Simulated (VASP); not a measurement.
# Pb (Fm-3m) in VASP: further runs

Pb is run at these levels: PBEsol; tasks: single point.

All numbers are computed with VASP 6.6.1; they aren't measurements. Logs are shortened: lines on timing, memory, paths and dates and some standing lists are left out, and cuts for length are marked.

## (1) The cell of the first run

The structure is cubic, space group Fm-3m (No. 225). The conventional cell has a = 4.661 Å, b = 4.661 Å, c = 4.661 Å, α = 90.00°, β = 90.00°, γ = 90.00°. Within 4.3 Å of Pb (site symmetry m-3m) lie 12 Pb at 3.30 Å.

## (2) Single point, PBEsol

INCAR reads:

```
PREC = Accurate
ENCUT = 500
EDIFF = 1E-6
ISMEAR = 0
SIGMA = 0.1
LREAL = F
LASPH = T
NELM = 120
ALGO = Normal
ISIF = 2
LWAVE = F
LCHARG = F
GGA = PS
NBANDS = 13
GGA_COMPAT = F
```

KPOINTS reads:

```
Automatic mesh
0
Gamma
  14 14 14
```

POSCAR reads:

```
Pb
1.0
    0.0000000000      2.3302719448      2.3302719448
    2.3302719448      0.0000000000      2.3302719448
    2.3302719448      2.3302719448      0.0000000000
Pb
1
Direct
    0.0000000000      0.0000000000      0.0000000000
```

Potentials or basis: VASP PAW PBE potentials, release 64 (Pb_d).

Run with:

```console
$ cat potpaw_PBE.64/Pb_d/POTCAR > POTCAR
$ mpirun -np 1 vasp_std > vasp.out
```

OUTCAR:

```text
PREC = Accurate
   ENCUT = 500
   EDIFF = 1E-6
   ISMEAR = 0
   LREAL = F
   LASPH = T
   NELM = 120
   ISIF = 2
   GGA = PS

 ion  position               nearest neighbor table
   1  0.000  0.000  0.000-

  LATTYP: Found a face centered cubic cell.
 ALAT       =     4.6605438896

  Lattice vectors:

 A1 = (   0.0000000000,   2.3302719448,   2.3302719448)
 A2 = (   2.3302719448,   0.0000000000,   2.3302719448)
 A3 = (   2.3302719448,   2.3302719448,   0.0000000000)

Analysis of symmetry for initial positions (statically):
=====================================================================
 Subroutine PRICEL returns:
 Original cell was already a primitive cell.

 Routine SETGRP: Setting up the symmetry group for a
 face centered cubic supercell.

 Subroutine GETGRP returns: Found 48 space group operations
 (whereof 48 operations were pure point group operations)
 out of a pool of 48 trial point group operations.

The static configuration has the point symmetry O_h .

Analysis of symmetry for dynamics (positions and initial velocities):
=====================================================================
 Subroutine PRICEL returns:
 Original cell was already a primitive cell.

 Routine SETGRP: Setting up the symmetry group for a
 face centered cubic supercell.

 Subroutine GETGRP returns: Found 48 space group operations
 (whereof 48 operations were pure point group operations)
 out of a pool of 48 trial point group operations.

The dynamic configuration has the point symmetry O_h .

 Subroutine INISYM returns: Found 48 space group operations
 (whereof 48 operations are pure point group operations),
 and found     1 'primitive' translations

----------------------------------------------------------------------------------------

                                     Primitive cell

  volume of cell :      25.3075

  direct lattice vectors                    reciprocal lattice vectors
     0.000000000  2.330271945  2.330271945    -0.214567232  0.214567232  0.214567232
     2.330271945  0.000000000  2.330271945     0.214567232 -0.214567232  0.214567232
     2.330271945  2.330271945  0.000000000     0.214567232  0.214567232 -0.214567232

  length of vectors
     3.295502188  3.295502188  3.295502188     0.371641347  0.371641347  0.371641347

  position of ions in fractional coordinates (direct lattice)
     0.000000000  0.000000000  0.000000000

  ion indices of the primitive-cell ions
   primitive index   ion index
                 1           1

----------------------------------------------------------------------------------------

 KPOINTS: Automatic mesh

Automatic generation of k-mesh.
 Grid dimensions read from file:
 generate k-points for:   14   14   14

 Generating k-lattice:

  Cartesian coordinates                     Fractional coordinates (reciprocal lattice)
    -0.015326231  0.015326231  0.015326231     0.071428571  0.000000000  0.000000000
     0.015326231 -0.015326231  0.015326231     0.000000000  0.071428571  0.000000000
     0.015326231  0.015326231 -0.015326231     0.000000000  0.000000000  0.071428571

  Length of vectors
     0.026545810  0.026545810  0.026545810

  Shift w.r.t. Gamma in fractional coordinates (k-lattice)
     0.000000000  0.000000000  0.000000000

 Subroutine IBZKPT returns following result:
 ===========================================

 Found    104 irreducible k-points:

 Following reciprocal coordinates:
            Coordinates               Weight
  0.000000  0.000000  0.000000      1.000000
  0.071429  0.000000  0.000000      8.000000
  0.142857  0.000000  0.000000      8.000000
  0.214286  0.000000  0.000000      8.000000
  0.285714  0.000000  0.000000      8.000000
  0.357143  0.000000  0.000000      8.000000
[... 16 lines left out ...]
  0.214286  0.142857  0.000000     24.000000
  0.285714  0.142857  0.000000     24.000000
 [... further k-points ...]
   k-points           NKPTS =    104   k-points in BZ     NKDIM =    104   number of bands    NBANDS=     13
   number of dos      NEDOS =    301   number of ions     NIONS =      1
   total plane-waves  NPLWV =  13824
   dimension x,y,z NGX =    24 NGY =   24 NGZ =   24
   dimension x,y,z NGXF=    48 NGYF=   48 NGZF=   48
   ions per type =               1
   NGX,Y,Z   is equivalent  to a cutoff of  12.11, 12.11, 12.11 a.u.
   NGXF,Y,Z  is equivalent  to a cutoff of  24.21, 24.21, 24.21 a.u.
 SYSTEM =  unknown system
   PREC   = accura    normal or accurate (medium, high low for compatibility)
   ISTART =      0    job   : 0-new  1-cont  2-samecut
   ICHARG =      2    charge: 1-file 2-atom 10-const
   ISPIN  =      1    spin polarized calculation?
   LNONCOLLINEAR =      F non collinear calculations
   LSORBIT =      F    spin-orbit coupling
   LASPH  =      T    aspherical Exc in radial PAW
   ENCUT  =  500.0 eV  36.75 Ry    6.06 a.u.   6.01  6.01  6.01*2*pi/ulx,y,z
   NELM   =    120;   NELMIN=  2; NELMDL= -5     # of ELM steps
   EDIFF  = 0.1E-05   stopping-criterion for ELM
   LREAL  =      F    real-space projection
   EDIFFG = 0.1E-04   stopping-criterion for IOM
   NSW    =      0    number of steps for IOM
   IBRION =     -1    ionic relax: 0-MD 1-quasi-New 2-CG
   NFREE  =      0    steps in history (QN), initial steepest desc. (CG)
   ISIF   =      2    stress and relaxation
   ISYM   =      2    0-nonsym 1-usesym 2-fastsym
   POTIM  = 0.5000    time-step for ionic-motion
   TEBEG  =    0.0;   TEEND  =   0.0 temperature during run
   PSTRESS=    0.0 pullay stress
   NELECT =      14.0000    total number of electrons
   NUPDOWN=      -1.0000    fix difference up-down
   EMIN   =  10.00;   EMAX   =-10.00  energy-range for DOS
   EFERMI =   0.00;   METHOD = LEGACY
   ISMEAR =     0;   SIGMA  =   0.10  broadening in eV -4-tet -1-fermi 0-gaus
   EFERMI_NEDOS =   21; number of points for ismear=-14 and -15
   IALGO  =     38    algorithm
   IMIX   =      4    mixing-type and parameters
     AMIX     =   0.40;   BMIX     =  1.00
     AMIX_MAG =   1.60;   BMIX_MAG =  1.00
  volume/ion in A,a.u.               =      25.31       170.78
  Fermi-wavevector in a.u.,A,eV,Ry     =   1.343902  2.539606 24.573106  1.806072
  Thomas-Fermi vector in A             =   2.471939
   LORBIT       =      0    0 simple, 1 ext, 2 COOP (PROOUT), +10 PAW based schemes
   GGA     = PS    functional components
   LHFCALC =     F    Hartree Fock is set to
   AEXX    =    0.0000 exact exchange contribution
   IVDW    =     0    specifies the selected vdW correction
   LEPSILON=     F    determine dielectric tensor
   LRPA    =     F    only Hartree local field effects (RPA)
 non-spin polarized calculation
 Gauss-broadening in eV      SIGMA  =   0.10
  energy-cutoff  :      500.00
  volume of cell :       25.31
 maximum number of plane-waves:       654
   NGX = 13   NGY = 13   NGZ = 13

 number of electron      13.9999996 magnetization

 Free energy of the ion-electron system (eV)
  ---------------------------------------------------
  ext. energy  EPLUGINS =         0.00000000
  ---------------------------------------------------
  free energy    TOTEN  =        -3.84652572 eV

  energy without entropy =       -3.84322206  energy(sigma->0) =       -3.84487389

 E-fermi :   9.4331     XC(G=0): -11.2409

 val. band max:        9.4221983691   @ k =   0.4286   0.2857   0.1429
 cond. band min:       9.4750302756   @ k =  -0.4286   0.3571   0.1429
 fundamental gap:      0.0528319065
 Fermi energy:         9.4330751281

 k-point     1 :       0.0000    0.0000    0.0000
  band No.  band energies     occupation
      1      -7.8698      2.00000
      2      -7.8698      2.00000
      3      -7.8698      2.00000
      4      -7.6268      2.00000
      5      -7.6268      2.00000
      6      -3.8339      2.00000
      7      18.2073      0.00000
      8      18.2073      0.00000
      9      18.2073      0.00000
     10      19.1176      0.00000
     11      22.9469      0.00000
     12      23.2519      0.00000
     13      23.2519      0.00000

 k-point     2 :       0.0714    0.0000    0.0000
  band No.  band energies     occupation
      1      -7.8715      2.00000
      2      -7.8574      2.00000
      3      -7.8574      2.00000
      4      -7.6281      2.00000
      5      -7.6281      2.00000
      6      -3.7161      2.00000
      7      16.7915      0.00000
      8      18.0664      0.00000
      9      18.0664      0.00000
     10      19.0412      0.00000
     11      23.1616      0.00000
     12      23.4845      0.00000
     13      23.4845      0.00000

 k-point     3 :       0.1429    0.0000    0.0000
  band No.  band energies     occupation
      1      -7.8789      2.00000
      2      -7.8291      2.00000
      3      -7.8291      2.00000
      4      -7.6251      2.00000
      5      -7.6251      2.00000
      6      -3.3593      2.00000
      7      14.2493      0.00000
      8      17.7021      0.00000
      9      17.7021      0.00000
     10      18.9935      0.00000
     11      22.9928      0.00000
     12      23.8954      0.00000
     13      23.8954      0.00000

 k-point     4 :       0.2143    0.0000    0.0000
  band No.  band energies     occupation
      1      -7.8949      2.00000
      2      -7.8101      2.00000
      3      -7.8101      2.00000
      4      -7.5978      2.00000
      5      -7.5978      2.00000
      6      -2.7582      2.00000
      7      11.6408      0.00000
      8      17.2262      0.00000
      9      17.2262      0.00000
     10      18.9344      0.00000
     11      22.1835      0.00000
     12      23.1687      0.00000
     13      23.1687      0.00000

 k-point     5 :       0.2857    0.0000    0.0000
  band No.  band energies     occupation
      1      -7.9189      2.00000
      2      -7.8155      2.00000
      3      -7.8155      2.00000
      4      -7.5392      2.00000
      5      -7.5392      2.00000
      6      -1.9154      2.00000
      7       9.1709      1.99979
      8      16.7378      0.00000
      9      16.7378      0.00000
     10      18.8472      0.00000
     11      21.4428      0.00000
     12      22.5155      0.00000
     13      22.5155      0.00000
[... 257 lines left out ...]
 k-point    22 :       0.1429    0.1429    0.0000
  band No.  band energies     occupation
      1      -7.9262      2.00000
      2      -7.7785      2.00000
      3      -7.7785      2.00000
      4      -7.6897      2.00000
      5      -7.5883      2.00000
      6      -3.2026      2.00000
      7      15.7556      0.00000
      8      16.0482      0.00000
      9      16.0482      0.00000
     10      18.2455      0.00000
     11      20.5111      0.00000
     12      25.1633      0.00000
     13      25.2336      0.00000

 k-point    23 :       0.2143    0.1429    0.0000
  band No.  band energies     occupation
      1      -7.9449      2.00000
      2      -7.7524      2.00000
      3      -7.7396      2.00000
      4      -7.7032      2.00000
      5      -7.5625      2.00000
      6      -2.7638      2.00000
      7      13.4953      0.00000
      8      15.3665      0.00000
      9      15.9718      0.00000
     10      18.4782      0.00000
     11      19.4966      0.00000
     12      24.9646      0.00000
     13      25.5200      0.00000

 k-point    24 :       0.2857    0.1429    0.0000
  band No.  band energies     occupation
      1      -7.9512      2.00000
      2      -7.7771      2.00000
      3      -7.7259      2.00000
      4      -7.6632      2.00000
      5      -7.5127      2.00000
      6      -2.0826      2.00000
      7      11.0274      0.00000
      8      14.8578      0.00000
      9      15.4062      0.00000
     10      18.1866      0.00000
     11      20.2028      0.00000
     12      24.6703      0.00000
     13      25.0785      0.00000

 [... further k-points ...]

------------------------ aborting loop because EDIFF is reached ----------------------------------------

  FORCE on cell =-STRESS in cart. coord.  units (eV):
  Direction    XX          YY          ZZ          XY          YZ          ZX
  --------------------------------------------------------------------------------------
  -------------------------------------------------------------------------------------
  Total        1.9604338      1.9604338      1.9604338     -0.0000000     -0.0000000      0.0000000
  in kB      124.1117622    124.1117622    124.1117622     -0.0000000     -0.0000000      0.0000000
  external PRESSURE =     124.1117622 kB  Pullay stress =       0.0000000 kB

 VOLUME and BASIS-vectors are now :
 -----------------------------------------------------------------------------
  energy-cutoff  :      500.00
  volume of cell :       25.31
      direct lattice vectors                 reciprocal lattice vectors
     0.000000000  2.330271945  2.330271945    -0.214567232  0.214567232  0.214567232
     2.330271945  0.000000000  2.330271945     0.214567232 -0.214567232  0.214567232
     2.330271945  2.330271945  0.000000000     0.214567232  0.214567232 -0.214567232

 POSITION                                       TOTAL-FORCE (eV/Angst)
 -----------------------------------------------------------------------------------
      0.00000      0.00000      0.00000         0.000000      0.000000      0.000000
 -----------------------------------------------------------------------------------
    total drift:                               -0.000000      0.000000     -0.000000

  FREE ENERGIE OF THE ION-ELECTRON SYSTEM (eV)
  ---------------------------------------------------
  free  energy   TOTEN  =        -3.8465257219 eV

  energy  without entropy=       -3.8432220597  energy(sigma->0) =       -3.84487389
```

Run time: 9.7 s. Hardware: 1 thread of Intel Xeon Platinum 8488C (Sapphire Rapids), shared host; peak memory 0.16 GiB.

Results:

```
Free energy            : -3.8465 eV
Pressure               : 12.4 GPa
Band gap on the k mesh : zero (band 7 reaches 18.21 eV, above the bottom of band 8 at 7.37 eV)
```

Levels at points of the mesh, in eV from the Fermi level:
```
           k point  band 3  band 4  band 5  band 6  band 7  band 8  band 9  band 10  band 11  band 12
(0.00, 0.00, 0.00)  -17.30  -17.06  -17.06  -13.27    8.77    8.77    8.77     9.68    13.51    13.82
(0.50, 0.00, 0.00)  -17.29  -16.84  -16.84   -8.43   -5.32    6.51    6.51     9.16    11.15    12.26
(0.50, 0.50, 0.00)  -16.85  -16.78  -16.78   -6.55   -4.19    2.10    2.10     5.88     7.19    19.14
```

Caveat: the PAW data sets were made with another functional, which shifts forces and pressure a little; spin-orbit coupling is left out, which moves the levels of the heavy elements.

[end of part 1 of 2]
